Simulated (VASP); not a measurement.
# Ag (P6_3/mmc) in VASP: further runs

The runs below take Ag through single point, with LDA.

Program: VASP 6.6.1. These are calculated values, not measurements. Logs are shortened: lines on timing, memory, paths and dates and some standing lists are left out, and cuts for length are marked.

## 1. The cell of the first run

The structure is hexagonal, space group P6_3/mmc (No. 194). Conventional cell: a = 3.156 Å, b = 3.156 Å, c = 4.128 Å, α = 90.00°, β = 90.00°, γ = 120.00°. Within 3.6 Å of Ag (site symmetry -6m2) lie 12 Ag at 2.75 to 3.16 Å.

This isn't the form of Ag at room conditions, which is fcc.

## 2. Single point, LDA

INCAR

```
PREC = Accurate
ENCUT = 520
EDIFF = 1E-6
ISMEAR = 1
SIGMA = 0.1
LREAL = False
LASPH = True
NELM = 80
ALGO = Fast
ISIF = 2
LWAVE = False
LCHARG = False
GGA = CA
NBANDS = 18
```

KPOINTS

```
Automatic mesh
0
Gamma
  24 24 12
```

POSCAR

```
Ag
1.0
    3.1562447531      0.0000000000      0.0000000000
   -1.5781223765      2.7333881367      0.0000000000
    0.0000000000      0.0000000000      4.1278968661
Ag
2
Direct
    0.3333333333      0.6666666667      0.2500000000
    0.6666666667      0.3333333333      0.7500000000
```

Potentials or basis: VASP PAW LDA potentials, release 64 (Ag).

Launch:

```
$ cat potpaw_LDA.64/Ag/POTCAR > POTCAR
$ mpirun -np 1 vasp_std > vasp.out
```

OUTCAR:

```text
PREC = Accurate
   ENCUT = 520
   EDIFF = 1E-6
   ISMEAR = 1
   LREAL = False
   LASPH = True
   NELM = 80
   ISIF = 2
   GGA = CA

 ion  position               nearest neighbor table
   1  0.333  0.667  0.250-   2 2.75   2 2.75   2 2.75   2 2.75   2 2.75   2 2.75
   2  0.667  0.333  0.750-   1 2.75   1 2.75   1 2.75   1 2.75   1 2.75   1 2.75

  LATTYP: Found a hexagonal cell.
 ALAT       =     3.1562447531
 C/A-ratio  =     1.3078506862

  Lattice vectors:

 A1 = (   3.1562447531,   0.0000000000,   0.0000000000)
 A2 = (  -1.5781223765,   2.7333881367,   0.0000000000)
 A3 = (   0.0000000000,   0.0000000000,   4.1278968661)

Analysis of symmetry for initial positions (statically):
=====================================================================
 Subroutine PRICEL returns:
 Original cell was already a primitive cell.

 Routine SETGRP: Setting up the symmetry group for a
 hexagonal supercell.

 Subroutine GETGRP returns: Found 24 space group operations
 (whereof 12 operations were pure point group operations)
 out of a pool of 24 trial point group operations.

The static configuration has the point symmetry D_3d.
 The point group associated with its full space group is D_6h.

Analysis of symmetry for dynamics (positions and initial velocities):
=====================================================================
 Subroutine PRICEL returns:
 Original cell was already a primitive cell.

 Routine SETGRP: Setting up the symmetry group for a
 hexagonal supercell.

 Subroutine GETGRP returns: Found 24 space group operations
 (whereof 12 operations were pure point group operations)
 out of a pool of 24 trial point group operations.

The dynamic configuration has the point symmetry D_3d.
 The point group associated with its full space group is D_6h.

 Subroutine INISYM returns: Found 24 space group operations
 (whereof 12 operations are pure point group operations),
 and found     1 'primitive' translations

----------------------------------------------------------------------------------------

                                     Primitive cell

  volume of cell :      35.6124

  direct lattice vectors                    reciprocal lattice vectors
     3.156244753  0.000000000  0.000000000     0.316832210  0.182923162  0.000000000
    -1.578122377  2.733388137  0.000000000     0.000000000  0.365846323  0.000000000
     0.000000000  0.000000000  4.127896866     0.000000000  0.000000000  0.242254114

  length of vectors
     3.156244753  3.156244753  4.127896866     0.365846323  0.365846323  0.242254114
[... 81 lines left out ...]
   EDIFF  = 0.1E-05   stopping-criterion for ELM
   LREAL  =      F    real-space projection
   EDIFFG = 0.1E-04   stopping-criterion for IOM
   NSW    =      0    number of steps for IOM
   IBRION =     -1    ionic relax: 0-MD 1-quasi-New 2-CG
   NFREE  =      0    steps in history (QN), initial steepest desc. (CG)
   ISIF   =      2    stress and relaxation
   ISYM   =      2    0-nonsym 1-usesym 2-fastsym
   POTIM  = 0.5000    time-step for ionic-motion
   TEBEG  =    0.0;   TEEND  =   0.0 temperature during run
   PSTRESS=    0.0 pullay stress
   NELECT =      22.0000    total number of electrons
   NUPDOWN=      -1.0000    fix difference up-down
   EMIN   =  10.00;   EMAX   =-10.00  energy-range for DOS
   EFERMI =   0.00;   METHOD = LEGACY
   ISMEAR =     1;   SIGMA  =   0.10  broadening in eV -4-tet -1-fermi 0-gaus
   EFERMI_NEDOS =   21; number of points for ismear=-14 and -15
   IALGO  =     68    algorithm
   IMIX   =      4    mixing-type and parameters
     AMIX     =   0.40;   BMIX     =  1.00
     AMIX_MAG =   1.60;   BMIX_MAG =  1.00
  volume/ion in A,a.u.               =      17.81       120.16
  Fermi-wavevector in a.u.,A,eV,Ry     =   1.394276  2.634800 26.449806  1.944006
  Thomas-Fermi vector in A             =   2.517841
   LORBIT       =      0    0 simple, 1 ext, 2 COOP (PROOUT), +10 PAW based schemes
   GGA     = CA    functional components
   LHFCALC =     F    Hartree Fock is set to
   AEXX    =    0.0000 exact exchange contribution
   IVDW    =     0    specifies the selected vdW correction
   LEPSILON=     F    determine dielectric tensor
   LRPA    =     F    only Hartree local field effects (RPA)
 non-spin polarized calculation
 RMM-DIIS sequential band-by-band and
 Methfessel and Paxton  Order N= 1 SIGMA  =   0.10
  energy-cutoff  :      520.00
  volume of cell :       35.61
 maximum number of plane-waves:       974
 NGX is ok and might be reduce to    24

 number of electron      21.9999998 magnetization

 Free energy of the ion-electron system (eV)
  ---------------------------------------------------
  ext. energy  EPLUGINS =         0.00000000
  ---------------------------------------------------
  free energy    TOTEN  =        -7.20167516 eV

  energy without entropy =       -7.20159316  energy(sigma->0) =       -7.20164783

 E-fermi :   7.6166     XC(G=0): -12.2986

 val. band max:        7.6122523938   @ k =   0.3750   0.2083   0.0000
 cond. band min:       7.6194583542   @ k =   0.2917   0.0833   0.4167
 fundamental gap:      0.0072059604
 Fermi energy:         7.6165821538

 k-point     1 :       0.0000    0.0000    0.0000
  band No.  band energies     occupation
      1       0.0382      2.00000
      2       1.3744      2.00000
      3       2.8401      2.00000
      4       2.8401      2.00000
      5       2.9580      2.00000
      6       2.9580      2.00000
[... 481 lines left out ...]
      5       3.5045      2.00000
      6       3.6481      2.00000
[... 10 lines left out ...]
     17      19.1520      0.00000
     18      22.1363      0.00000

 [... further k-points ...]

------------------------ aborting loop because EDIFF is reached ----------------------------------------

  FORCE on cell =-STRESS in cart. coord.  units (eV):
  Direction    XX          YY          ZZ          XY          YZ          ZX
  --------------------------------------------------------------------------------------
  -------------------------------------------------------------------------------------
  Total       -2.1652142     -2.1652142      0.3831770     -0.0000000      0.0000000      0.0000000
  in kB      -97.4115914    -97.4115914     17.2388860     -0.0000000      0.0000000      0.0000000
  external PRESSURE =     -59.1947656 kB  Pullay stress =       0.0000000 kB

 VOLUME and BASIS-vectors are now :
 -----------------------------------------------------------------------------
  energy-cutoff  :      520.00
  volume of cell :       35.61
      direct lattice vectors                 reciprocal lattice vectors
     3.156244753  0.000000000  0.000000000     0.316832210  0.182923162  0.000000000
    -1.578122377  2.733388137  0.000000000     0.000000000  0.365846323  0.000000000
     0.000000000  0.000000000  4.127896866     0.000000000  0.000000000  0.242254114

 POSITION                                       TOTAL-FORCE (eV/Angst)
 -----------------------------------------------------------------------------------
     -0.00000      1.82226      1.03197         0.000000      0.000000      0.000000
      1.57812      0.91113      3.09592        -0.000000      0.000000      0.000000
 -----------------------------------------------------------------------------------
    total drift:                               -0.000000      0.000000     -0.000000

  FREE ENERGIE OF THE ION-ELECTRON SYSTEM (eV)
  ---------------------------------------------------
  free  energy   TOTEN  =        -7.2016751599 eV

  energy  without entropy=       -7.2015931556  energy(sigma->0) =       -7.20164783
```

Run time: 4.9 min. Hardware: 1 thread of AMD EPYC 7R13, shared host; peak memory 0.28 GiB.

Results:

| Item | Value |
| --- | --- |
| Free energy | -7.2017 eV |
| Pressure | -5.9 GPa |
| Band gap on the k mesh | zero (bands 11 and 12 overlap by 6.22 eV) |

Levels at points of the mesh, in eV from the Fermi level:
| k point | band 7 | band 8 | band 9 | band 10 | band 11 | band 12 | band 13 | band 14 | band 15 | band 16 |
| --- | --- | --- | --- | --- | --- | --- | --- | --- | --- | --- |
| (0.00, 0.00, 0.00) | -4.24 | -4.24 | -3.81 | -3.00 | -3.00 | 1.64 | 6.50 | 13.92 | 14.28 | 14.28 |
| (0.50, 0.00, 0.00) | -3.64 | -3.54 | -3.13 | -2.53 | -0.68 | 0.33 | 7.86 | 8.19 | 8.42 | 10.88 |
| (0.00, 0.00, 0.50) | -3.87 | -3.87 | -3.17 | -3.17 | -3.17 | -3.17 | 14.04 | 14.04 | 15.75 | 15.75 |
| (0.50, 0.00, 0.50) | -3.29 | -3.29 | -3.21 | -3.21 | 0.52 | 0.52 | 4.03 | 4.03 | 11.85 | 11.85 |

Caveat: the cell stands under tension.

## 3. Single point, LDA

This run uses another cell than the first one, of the same volume but with other edges.

INCAR

```
SYSTEM = Ag
ALGO = Fast
EDIFF = 1E-6
ENCUT = 520
GGA = CA
ISIF = 2
ISMEAR = 1
LASPH = .True.
LCHARG = .False.
LREAL = .False.
LWAVE = .False.
NBANDS = 18
NELM = 80
PREC = Accurate
SIGMA = 0.1
```

KPOINTS

```
k-points
0
Gamma
  24 24 12
  0 0 0
```

POSCAR

```
Ag
1.0
    2.6846409995      0.0000000000      0.0000000000
   -1.3423204997      2.3249673056      0.0000000000
    0.0000000000      0.0000000000      5.7055530567
Ag
2
Direct
    0.3333333333      0.6666666667      0.2500000000
    0.6666666667      0.3333333333      0.7500000000
```

Potentials or basis: VASP PAW LDA potentials, release 64 (Ag).

Launch:

```
$ cat potpaw_LDA.64/Ag/POTCAR > POTCAR
$ mpirun -np 1 vasp_std > vasp.out
```

OUTCAR:

```text
SYSTEM = Ag
   EDIFF = 1E-6
   ENCUT = 520
   GGA = CA
   ISIF = 2
   ISMEAR = 1
   LASPH = .True.
   LREAL = .False.
   NELM = 80
   PREC = Accurate

 ion  position               nearest neighbor table
   1  0.333  0.667  0.250-   2 3.25   2 3.25   2 3.25   2 3.25   2 3.25   2 3.25
   2  0.667  0.333  0.750-   1 3.25   1 3.25   1 3.25   1 3.25   1 3.25   1 3.25

  LATTYP: Found a hexagonal cell.
 ALAT       =     2.6846409995
 C/A-ratio  =     2.1252573650

  Lattice vectors:

 A1 = (   2.6846409995,   0.0000000000,   0.0000000000)
 A2 = (  -1.3423204997,   2.3249673056,   0.0000000000)
 A3 = (   0.0000000000,   0.0000000000,   5.7055530567)

Analysis of symmetry for initial positions (statically):
=====================================================================
 Subroutine PRICEL returns:
 Original cell was already a primitive cell.

 Routine SETGRP: Setting up the symmetry group for a
 hexagonal supercell.

 Subroutine GETGRP returns: Found 24 space group operations
 (whereof 12 operations were pure point group operations)
 out of a pool of 24 trial point group operations.

The static configuration has the point symmetry D_3d.
 The point group associated with its full space group is D_6h.

Analysis of symmetry for dynamics (positions and initial velocities):
=====================================================================
 Subroutine PRICEL returns:
 Original cell was already a primitive cell.

 Routine SETGRP: Setting up the symmetry group for a
 hexagonal supercell.

 Subroutine GETGRP returns: Found 24 space group operations
 (whereof 12 operations were pure point group operations)
 out of a pool of 24 trial point group operations.

The dynamic configuration has the point symmetry D_3d.
 The point group associated with its full space group is D_6h.

 Subroutine INISYM returns: Found 24 space group operations
 (whereof 12 operations are pure point group operations),
 and found     1 'primitive' translations

[... 111 lines left out ...]
   IALGO  =     68    algorithm
   IMIX   =      4    mixing-type and parameters
     AMIX     =   0.40;   BMIX     =  1.00
     AMIX_MAG =   1.60;   BMIX_MAG =  1.00
  volume/ion in A,a.u.               =      17.81       120.16
  Fermi-wavevector in a.u.,A,eV,Ry     =   1.394276  2.634800 26.449806  1.944006
  Thomas-Fermi vector in A             =   2.517841
   LORBIT       =      0    0 simple, 1 ext, 2 COOP (PROOUT), +10 PAW based schemes
   GGA     = CA    functional components
   LHFCALC =     F    Hartree Fock is set to
   AEXX    =    0.0000 exact exchange contribution
   IVDW    =     0    specifies the selected vdW correction
   LEPSILON=     F    determine dielectric tensor
   LRPA    =     F    only Hartree local field effects (RPA)
 non-spin polarized calculation
 RMM-DIIS sequential band-by-band and
 Methfessel and Paxton  Order N= 1 SIGMA  =   0.10
  energy-cutoff  :      520.00
  volume of cell :       35.61
 maximum number of plane-waves:       984
 NGX is ok and might be reduce to    20

 number of electron      21.9999995 magnetization

 Free energy of the ion-electron system (eV)
  ---------------------------------------------------
  ext. energy  EPLUGINS =         0.00000000
  ---------------------------------------------------
  free energy    TOTEN  =        -7.02710023 eV

  energy without entropy =       -7.02733831  energy(sigma->0) =       -7.02717959

 E-fermi :   7.5883     XC(G=0): -12.2632

 val. band max:        7.5829256850   @ k =   0.3333   0.0833   0.4167
 cond. band min:       7.5985929254   @ k =   0.0833   0.0833   0.0000
 fundamental gap:      0.0156672404
 Fermi energy:         7.5883180214

 k-point     1 :       0.0000    0.0000    0.0000
  band No.  band energies     occupation
      1      -0.0797      2.00000
      2       0.7502      2.00000
      3       2.0332      2.00000
      4       2.7790      2.00000
      5       2.7790      2.00000
      6       2.8406      2.00000
[... 481 lines left out ...]
      5       3.4620      2.00000
      6       3.6677      2.00000
[... 10 lines left out ...]
     17      20.9294      0.00000
     18      24.2518      0.00000

 [... further k-points ...]

------------------------ aborting loop because EDIFF is reached ----------------------------------------

  FORCE on cell =-STRESS in cart. coord.  units (eV):
  Direction    XX          YY          ZZ          XY          YZ          ZX
  --------------------------------------------------------------------------------------
  -------------------------------------------------------------------------------------
  Total        1.4431921      1.4431921     -3.6473499      0.0000000      0.0000000      0.0000000
  in kB       64.9282807     64.9282807   -164.0919170      0.0000000      0.0000000      0.0000000
  external PRESSURE =     -11.4117852 kB  Pullay stress =       0.0000000 kB

 VOLUME and BASIS-vectors are now :
 -----------------------------------------------------------------------------
  energy-cutoff  :      520.00
  volume of cell :       35.61
      direct lattice vectors                 reciprocal lattice vectors
     2.684641000  0.000000000  0.000000000     0.372489283  0.215056788  0.000000000
    -1.342320500  2.324967306  0.000000000     0.000000000  0.430113575  0.000000000
     0.000000000  0.000000000  5.705553057     0.000000000  0.000000000  0.175267847

 POSITION                                       TOTAL-FORCE (eV/Angst)
 -----------------------------------------------------------------------------------
     -0.00000      1.54998      1.42639        -0.000000      0.000000      0.000000
      1.34232      0.77499      4.27916         0.000000     -0.000000      0.000000
 -----------------------------------------------------------------------------------
    total drift:                               -0.000000      0.000000     -0.000000

  FREE ENERGIE OF THE ION-ELECTRON SYSTEM (eV)
  ---------------------------------------------------
  free  energy   TOTEN  =        -7.0271002293 eV

  energy  without entropy=       -7.0273383068  energy(sigma->0) =       -7.02717959
```

OSZICAR:

```text
N       E                     dE             d eps       ncg     rms          rms(c)
DAV:   1     0.125944684817E+03    0.12594E+03   -0.11754E+04 15396   0.121E+03
DAV:   2    -0.550596780523E+01   -0.13145E+03   -0.12473E+03 15952   0.268E+02
DAV:   3    -0.760200339310E+01   -0.20960E+01   -0.20894E+01 17940   0.384E+01
DAV:   4    -0.760887664750E+01   -0.68733E-02   -0.68726E-02 16990   0.213E+00
DAV:   5    -0.760893838095E+01   -0.61733E-04   -0.61733E-04 17010   0.215E-01    0.820E+00
RMM:   6    -0.705576171051E+01    0.55318E+00   -0.13199E+00 15452   0.922E+00    0.519E+00
RMM:   7    -0.703536876160E+01    0.20393E-01   -0.20522E-02 16217   0.135E+00    0.281E+00
RMM:   8    -0.702707184249E+01    0.82969E-02   -0.22234E-03 16600   0.494E-01    0.148E-01
RMM:   9    -0.702709828208E+01   -0.26440E-04   -0.32879E-04 16973   0.139E-01    0.566E-02
RMM:  10    -0.702710037008E+01   -0.20880E-05   -0.65487E-05 17059   0.583E-02    0.365E-02
RMM:  11    -0.702710120744E+01   -0.83737E-06   -0.17490E-05 16167   0.257E-02    0.174E-02
RMM:  12    -0.702710022927E+01    0.97817E-06   -0.84156E-06 16056   0.219E-02
   1 F= -.70271002E+01 E0= -.70271796E+01  d E =0.238078E-03
```

It took 5.4 min on 1 thread of AMD EPYC 7R13, shared host; peak memory 0.28 GiB.

What came out:

```
Free energy            : -7.0271 eV
Pressure               : -1.1 GPa
Band gap on the k mesh : zero (bands 11 and 12 overlap by 8.55 eV)
```

Stress tensor (GPa, compression positive):
```
  6.49   0.00   0.00
  0.00   6.49   0.00
  0.00   0.00 -16.41
```
